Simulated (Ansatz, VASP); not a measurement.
## Two plane-wave programs on ZnH2

```
CELL_PARAMETERS angstrom
3.22878 0.00000 0.00000
-1.61439 2.79620 0.00000
0.00000 0.00000 10.00921
ATOMIC_POSITIONS crystal
Zn 0.00000 0.00000 0.87500
Zn 0.00000 0.00000 0.12500
H 0.33333 0.66667 0.00000
H 0.33333 0.66667 0.50000
H 0.66667 0.33333 0.25000
H 0.66667 0.33333 0.75000
```

Change from the starting cell: ordered vacancies on the cation sites of nickel arsenide (P-6m2, No. 187).

Alike in both runs: task relaxation of cell and atoms; functional PBE; k mesh 6 × 6 × 2; occupations gaussian, width 0.1 eV; no spin polarisation.

|  | VASP | Ansatz |
| --- | --- | --- |
| version | VASP 6.6.1 | Ansatz 0.2.0 |
| potentials or method | VASP PAW PBE potentials, release 64 (Zn, H), cutoff 600 eV | scalar-relativistic, plane waves, PAW |
| valence electrons in the cell | 28 | 28 |

VASP gave:

```
gap on the k mesh at the Fermi level, each at its own relaxed structure (eV) : none
relaxed volume (Å³/atom)                                                     : 8.19
relaxed cell length with the largest relative difference (Å)                 : 3.044
```

Question: Estimate Ansatz's values.

Answer: gap on the k mesh at the Fermi level, each at its own relaxed structure (eV): none; relaxed volume (Å³/atom): 8.17; relaxed cell length with the largest relative difference (Å): 3.039.

A gap of «none» marks a metal or a gap that the smearing closes.

The k mesh is coarse, so the values compare programs but aren't converged. Noted on VASP's run: the volume moved by over 15 % at a fixed basis, so the end points are rough.
